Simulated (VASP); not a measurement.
# BN (P2_1/m) in VASP: notebook, part 2 of 2

VASP 6.6.1. Earlier steps stand in the parts before.

### 4 Single point, r2SCAN (mode 4 (47.7 1/cm) frozen in, largest displacement +0.120 Å)

Contents of POSCAR:

```
BN
1.0
    2.5039917043      0.0000000000      0.0000000000
   -1.2519958522      2.1685204268      0.0000000000
    0.0000000000      0.0000000000      6.6612000000
B N
2 2
Direct
    0.3867850314      0.7057960254      0.2500000000
    0.6132149686      0.2942039746      0.7500000000
    0.2799588957      0.6275938665      0.7500000000
    0.7200411043      0.3724061335      0.2500000000
```

Contents of INCAR.step1:

```
SYSTEM = BN
  PREC = Accurate
  ENCUT = 520
  ISMEAR = 0
  SIGMA = 0.05
  LREAL = .False.
  LASPH = .True.
  NELM = 80
  NBANDS = 16
  GGA = PE
  ALGO = Normal
  EDIFF = 1E-4
  LWAVE = .True.
  LCHARG = .False.
```

Contents of INCAR.step2:

```
SYSTEM = BN
  PREC = Accurate
  ENCUT = 520
  EDIFF = 1E-6
  ISMEAR = 0
  SIGMA = 0.05
  LREAL = .False.
  LASPH = .True.
  NELM = 80
  ALGO = Normal
  ISIF = 2
  LWAVE = .False.
  LCHARG = .False.
  METAGGA = R2SCAN
  LMIXTAU = .True.
  NBANDS = 16
  ISTART = 1
```

Contents of KPOINTS:

```
regular mesh
0
Gamma
  12 12 4
  0 0 0
```

Potentials or basis: VASP PAW PBE potentials, release 64 (B, N).

Command:

```console
$ cat potpaw_PBE.64/B/POTCAR potpaw_PBE.64/N/POTCAR > POTCAR
$ cp INCAR.step1 INCAR
$ mpirun -np 1 vasp_std > vasp.out
$ cp INCAR.step2 INCAR
$ mpirun -np 1 vasp_std > vasp.out
```

OUTCAR:

```text
SYSTEM = BN
   PREC = Accurate
   ENCUT = 520
   EDIFF = 1E-6
   ISMEAR = 0
   LREAL = .False.
   LASPH = .True.
   NELM = 80
   ISIF = 2
   METAGGA = R2SCAN
   ISTART = 1

 ion  position               nearest neighbor table
   1  0.387  0.706  0.250-   4 1.45   4 1.45   4 1.45
   2  0.613  0.294  0.750-   3 1.45   3 1.45   3 1.45
   3  0.280  0.628  0.750-   2 1.45   2 1.45   2 1.45
   4  0.720  0.372  0.250-   1 1.45   1 1.45   1 1.45

  LATTYP: Found a hexagonal cell.
 ALAT       =     2.5039917043
 C/A-ratio  =     2.6602324555

  Lattice vectors:

 A1 = (   2.5039917043,   0.0000000000,   0.0000000000)
 A2 = (  -1.2519958522,   2.1685204268,   0.0000000000)
 A3 = (   0.0000000000,   0.0000000000,   6.6612000000)

Analysis of symmetry for initial positions (statically):
=====================================================================
 Subroutine PRICEL returns:
 Original cell was already a primitive cell.

 Routine SETGRP: Setting up the symmetry group for a
 hexagonal supercell.

 Subroutine GETGRP returns: Found  4 space group operations
 (whereof  2 operations were pure point group operations)
 out of a pool of 24 trial point group operations.

The static configuration has the point symmetry S_2 .
 The point group associated with its full space group is C_2h.

Analysis of symmetry for dynamics (positions and initial velocities):
=====================================================================
 Subroutine PRICEL returns:
 Original cell was already a primitive cell.

 Routine SETGRP: Setting up the symmetry group for a
 hexagonal supercell.

 Subroutine GETGRP returns: Found  4 space group operations
 (whereof  2 operations were pure point group operations)
 out of a pool of 24 trial point group operations.

The dynamic configuration has the point symmetry S_2 .
 The point group associated with its full space group is C_2h.

 Subroutine INISYM returns: Found  4 space group operations
 (whereof  2 operations are pure point group operations),
 and found     1 'primitive' translations

----------------------------------------------------------------------------------------

                                     Primitive cell

  volume of cell :      36.1700

  direct lattice vectors                    reciprocal lattice vectors
     2.503991704  0.000000000  0.000000000     0.399362345  0.230571958  0.000000000
    -1.251995852  2.168520427  0.000000000     0.000000000  0.461143915  0.000000000
     0.000000000  0.000000000  6.661200000     0.000000000  0.000000000  0.150123101

  length of vectors
     2.503991704  2.503991704  6.661200000     0.461143915  0.461143915  0.150123101

  position of ions in fractional coordinates (direct lattice)
     0.386785031  0.705796025  0.250000000
     0.613214969  0.294203975  0.750000000
     0.279958896  0.627593866  0.750000000
     0.720041104  0.372406134  0.250000000

  ion indices of the primitive-cell ions
   primitive index   ion index
                 1           1
                 2           2
                 3           3
                 4           4

[... 26 lines left out ...]
 Following reciprocal coordinates:
            Coordinates               Weight
  0.000000  0.000000  0.000000      1.000000
  0.083333  0.000000  0.000000      2.000000
  0.000000  0.083333  0.000000      2.000000
 -0.083333  0.083333  0.000000      2.000000
  0.166667  0.000000  0.000000      2.000000
  0.000000  0.166667  0.000000      2.000000
[... 16 lines left out ...]
  0.166667  0.083333  0.000000      2.000000
 -0.083333  0.250000  0.000000      2.000000
 [... further k-points ...]
   k-points           NKPTS =    222   k-points in BZ     NKDIM =    222   number of bands    NBANDS=     16
   number of dos      NEDOS =    301   number of ions     NIONS =      4
   total plane-waves  NPLWV =  20000
   dimension x,y,z NGX =    20 NGY =   20 NGZ =   50
   dimension x,y,z NGXF=    40 NGYF=   40 NGZF=  100
   ions per type =               2   2
   NGX,Y,Z   is equivalent  to a cutoff of  13.28, 13.28, 12.48 a.u.
   NGXF,Y,Z  is equivalent  to a cutoff of  26.56, 26.56, 24.96 a.u.
 SYSTEM =  BN
   PREC   = accura    normal or accurate (medium, high low for compatibility)
   ISTART =      1    job   : 0-new  1-cont  2-samecut
   ICHARG =      0    charge: 1-file 2-atom 10-const
   ISPIN  =      1    spin polarized calculation?
   LNONCOLLINEAR =      F non collinear calculations
   LSORBIT =      F    spin-orbit coupling
   LASPH  =      T    aspherical Exc in radial PAW
   ENCUT  =  520.0 eV  38.22 Ry    6.18 a.u.   4.66  4.66 12.39*2*pi/ulx,y,z
   NELM   =     80;   NELMIN=  2; NELMDL=  0     # of ELM steps
   EDIFF  = 0.1E-05   stopping-criterion for ELM
   LREAL  =      F    real-space projection
   EDIFFG = 0.1E-04   stopping-criterion for IOM
   NSW    =      0    number of steps for IOM
   IBRION =     -1    ionic relax: 0-MD 1-quasi-New 2-CG
   NFREE  =      0    steps in history (QN), initial steepest desc. (CG)
   ISIF   =      2    stress and relaxation
   ISYM   =      2    0-nonsym 1-usesym 2-fastsym
   POTIM  = 0.5000    time-step for ionic-motion
   TEBEG  =    0.0;   TEEND  =   0.0 temperature during run
   PSTRESS=    0.0 pullay stress
   NELECT =      16.0000    total number of electrons
   NUPDOWN=      -1.0000    fix difference up-down
   EMIN   =  10.00;   EMAX   =-10.00  energy-range for DOS
   EFERMI =   0.00;   METHOD = LEGACY
   ISMEAR =     0;   SIGMA  =   0.05  broadening in eV -4-tet -1-fermi 0-gaus
   EFERMI_NEDOS =   21; number of points for ismear=-14 and -15
   IALGO  =     38    algorithm
   IMIX   =      4    mixing-type and parameters
     AMIX     =   0.40;   BMIX     =  1.00
     AMIX_MAG =   1.60;   BMIX_MAG =  1.00
  volume/ion in A,a.u.               =       9.04        61.02
  Fermi-wavevector in a.u.,A,eV,Ry     =   1.247379  2.357205 21.170055  1.555955
  Thomas-Fermi vector in A             =   2.381514
   LORBIT       =      0    0 simple, 1 ext, 2 COOP (PROOUT), +10 PAW based schemes
   METAGGA = R2SCAN    functional components
   LHFCALC =     F    Hartree Fock is set to
   AEXX    =    0.0000 exact exchange contribution
   IVDW    =     0    specifies the selected vdW correction
   LEPSILON=     F    determine dielectric tensor
   LRPA    =     F    only Hartree local field effects (RPA)
 non-spin polarized calculation
 Gauss-broadening in eV      SIGMA  =   0.05
  energy-cutoff  :      520.00
  volume of cell :       36.17
 maximum number of plane-waves:       992
   NGX =  9   NGY =  9   NGZ = 25

 number of electron      15.9999998 magnetization

 Free energy of the ion-electron system (eV)
  ---------------------------------------------------
  ext. energy  EPLUGINS =         0.00000000
  ---------------------------------------------------
  free energy    TOTEN  =       -38.59003265 eV

  energy without entropy =      -38.59003265  energy(sigma->0) =      -38.59003265

 E-fermi :   2.2983     XC(G=0): -10.7171

 val. band max:        2.0737321261   @ k =  -0.2500  -0.4167   0.0000
 cond. band min:       6.5770037791   @ k =   0.0000   0.5000   0.0000
 fundamental gap:      4.5032716530
 Fermi energy:         2.2982943747

 k-point     1 :       0.0000    0.0000    0.0000
  band No.  band energies     occupation
      1     -16.8011      2.00000
      2     -16.5173      2.00000
      3      -4.3713      2.00000
      4      -2.2162      2.00000
      5       0.6364      2.00000
      6       0.6384      2.00000
[... 433 lines left out ...]
      3      -3.0407      2.00000
      4      -2.4936      2.00000
      5      -2.4450      2.00000
      6      -1.0292      2.00000
[... 8 lines left out ...]
     15      17.4604      0.00000
     16      18.5353      0.00000

 [... further k-points ...]

------------------------ aborting loop because EDIFF is reached ----------------------------------------

  FORCE on cell =-STRESS in cart. coord.  units (eV):
  Direction    XX          YY          ZZ          XY          YZ          ZX
  --------------------------------------------------------------------------------------
  -------------------------------------------------------------------------------------
  Total       -0.1243142     -0.1791508      0.1598788      0.0260884      0.0000000      0.0000000
  in kB       -5.5065840     -7.9356110      7.0819471      1.1556061      0.0000000      0.0000000
  external PRESSURE =      -2.1200826 kB  Pullay stress =       0.0000000 kB

 VOLUME and BASIS-vectors are now :
 -----------------------------------------------------------------------------
  energy-cutoff  :      520.00
  volume of cell :       36.17
      direct lattice vectors                 reciprocal lattice vectors
     2.503991704  0.000000000  0.000000000     0.399362345  0.230571958  0.000000000
    -1.251995852  2.168520427  0.000000000     0.000000000  0.461143915  0.000000000
     0.000000000  0.000000000  6.661200000     0.000000000  0.000000000  0.150123101

 POSITION                                       TOTAL-FORCE (eV/Angst)
 -----------------------------------------------------------------------------------
      0.08485      1.53053      1.66530        -0.004536     -0.007645     -0.000000
      1.16714      0.63799      4.99590         0.004536      0.007645      0.000000
     -0.08473      1.36095      4.99590         0.017426      0.009106      0.000000
      1.33673      0.80757      1.66530        -0.017426     -0.009106      0.000000
 -----------------------------------------------------------------------------------
    total drift:                               -0.000000      0.000000     -0.000000

  FREE ENERGIE OF THE ION-ELECTRON SYSTEM (eV)
  ---------------------------------------------------
  free  energy   TOTEN  =       -38.5900326478 eV

  energy  without entropy=      -38.5900326478  energy(sigma->0) =      -38.59003265
```

It took 4 min on 1 thread of Intel Xeon 6975P-C (Granite Rapids), shared host; peak memory 0.23 GiB.

What came out:

* Free energy: -38.5900 eV
* Pressure: -0.2 GPa
* Largest force: 0.020 eV/Å
* Band gap on the k mesh: 4.50 eV, indirect (least direct gap 4.91 eV)

Forces on the atoms (eV/Å):
```
B   -0.005 -0.008  0.000
B    0.005  0.008  0.000
N    0.017  0.009  0.000
N   -0.017 -0.009  0.000
```

Levels at points of the mesh, in eV from the valence-band top:
| k point | band 4 | band 5 | band 6 | band 7 | band 8 | band 9 | band 10 | band 11 | band 12 | band 13 |
| --- | --- | --- | --- | --- | --- | --- | --- | --- | --- | --- |
| (0.00, 0.00, 0.00) | -4.29 | -1.44 | -1.44 | -1.41 | -1.40 | 5.53 | 10.94 | 12.20 | 12.24 | 12.32 |
| (0.50, 0.00, 0.00) | -9.30 | -4.37 | -4.31 | -1.40 | -0.72 | 5.26 | 5.85 | 10.15 | 10.52 | 13.44 |
| (0.00, 0.50, 0.00) | -9.25 | -4.37 | -4.31 | -1.58 | -0.41 | 4.50 | 6.48 | 10.11 | 10.61 | 13.07 |
| (0.50, 0.50, 0.00) | -9.27 | -4.37 | -4.31 | -1.55 | -0.48 | 4.68 | 6.31 | 10.09 | 10.63 | 13.15 |
| (0.00, 0.00, 0.50) | -5.49 | -1.42 | -1.42 | -1.42 | -1.42 | 8.00 | 8.00 | 12.27 | 12.27 | 12.28 |
| (0.50, 0.00, 0.50) | -9.32 | -4.34 | -4.34 | -1.00 | -1.00 | 5.26 | 5.26 | 10.56 | 10.56 | 14.25 |
| (0.00, 0.50, 0.50) | -9.32 | -4.34 | -4.34 | -1.00 | -1.00 | 5.26 | 5.26 | 10.53 | 10.53 | 14.28 |
| (0.50, 0.50, 0.50) | -9.32 | -4.34 | -4.34 | -1.00 | -1.00 | 5.26 | 5.26 | 10.54 | 10.54 | 14.24 |

Caveat: the cell differs from its parent crystal (mode 4 (47.7 1/cm) frozen in, largest displacement +0.120 Å); the PAW data sets were made with another functional, which shifts forces and pressure a little.

### 5 Single point, r2SCAN (mode 4 (47.7 1/cm) frozen in, largest displacement -0.090 Å)

Contents of POSCAR:

```
BN
1.0
    2.5039917043      0.0000000000      0.0000000000
   -1.2519958522      2.1685204268      0.0000000000
    0.0000000000      0.0000000000      6.6612000000
B N
2 2
Direct
    0.2932445598      0.6373196476      0.2500000000
    0.7067554402      0.3626803524      0.7500000000
    0.3733641616      0.6959712668      0.7500000000
    0.6266358384      0.3040287332      0.2500000000
```

Contents of INCAR.step1:

```
SYSTEM = BN
PREC = Accurate
ENCUT = 520
ISMEAR = 0
SIGMA = 0.05
LREAL = .False.
LASPH = .True.
NELM = 60
NBANDS = 16
GGA = PE
ALGO = Normal
EDIFF = 1E-4
LWAVE = .True.
LCHARG = .False.
```

Contents of INCAR.step2:

```
SYSTEM = BN
PREC = Accurate
ENCUT = 520
EDIFF = 1E-6
ISMEAR = 0
SIGMA = 0.05
LREAL = .False.
LASPH = .True.
NELM = 60
ALGO = Normal
ISIF = 2
LWAVE = .False.
LCHARG = .True.
METAGGA = R2SCAN
LMIXTAU = .True.
LELF = .True.
LVHAR = .True.
NBANDS = 16
ISTART = 1
```

KPOINTS is that of step 4.

Command:

```console
$ cat potpaw_PBE.64/B/POTCAR potpaw_PBE.64/N/POTCAR > POTCAR
$ cp INCAR.step1 INCAR
$ mpirun -np 1 vasp_std > vasp.out
$ cp INCAR.step2 INCAR
$ mpirun -np 1 vasp_std > vasp.out
```

Run time: 3.9 min. Hardware: 1 thread of Intel Xeon 6975P-C (Granite Rapids), shared host; peak memory 0.23 GiB.

The run converged. Its results:

- Free energy: -38.5917 eV
- Pressure: -0.2 GPa
- Largest force: 0.009 eV/Å
- Band gap on the k mesh: 4.51 eV, indirect (least direct gap 4.90 eV)

Forces on the atoms (eV/Å):
```
B    0.008  0.006  0.000
B   -0.008 -0.006  0.000
N   -0.003 -0.007  0.000
N    0.003  0.007  0.000
```

Stress tensor (GPa, compression positive):
```
-0.74 -0.10  0.00
-0.10 -0.55  0.00
 0.00  0.00  0.63
```

Levels at points of the mesh, in eV from the valence-band top:
| k point | band 5 | band 6 | band 7 | band 8 | band 9 | band 10 | band 11 | band 12 |
| --- | --- | --- | --- | --- | --- | --- | --- | --- |
| (0.00, 0.00, 0.00) | -1.42 | -1.42 | -1.39 | -1.38 | 5.55 | 10.97 | 12.22 | 12.25 |
| (0.50, 0.00, 0.00) | -4.35 | -4.29 | -1.56 | -0.39 | 4.51 | 6.51 | 10.14 | 10.61 |
| (0.00, 0.50, 0.00) | -4.35 | -4.29 | -1.44 | -0.61 | 5.06 | 6.04 | 10.14 | 10.58 |
| (0.50, 0.50, 0.00) | -4.35 | -4.29 | -1.48 | -0.54 | 4.90 | 6.17 | 10.12 | 10.61 |
| (0.00, 0.00, 0.50) | -1.40 | -1.40 | -1.40 | -1.40 | 8.02 | 8.02 | 12.29 | 12.29 |
| (0.50, 0.00, 0.50) | -4.32 | -4.32 | -0.98 | -0.98 | 5.28 | 5.28 | 10.55 | 10.55 |
| (0.00, 0.50, 0.50) | -4.32 | -4.32 | -0.98 | -0.98 | 5.28 | 5.28 | 10.58 | 10.58 |
| (0.50, 0.50, 0.50) | -4.32 | -4.32 | -0.98 | -0.98 | 5.28 | 5.28 | 10.57 | 10.57 |

Caveat: the cell differs from its parent crystal (mode 4 (47.7 1/cm) frozen in, largest displacement -0.090 Å); the PAW data sets were made with another functional, which shifts forces and pressure a little. A k mesh can miss the band edges.
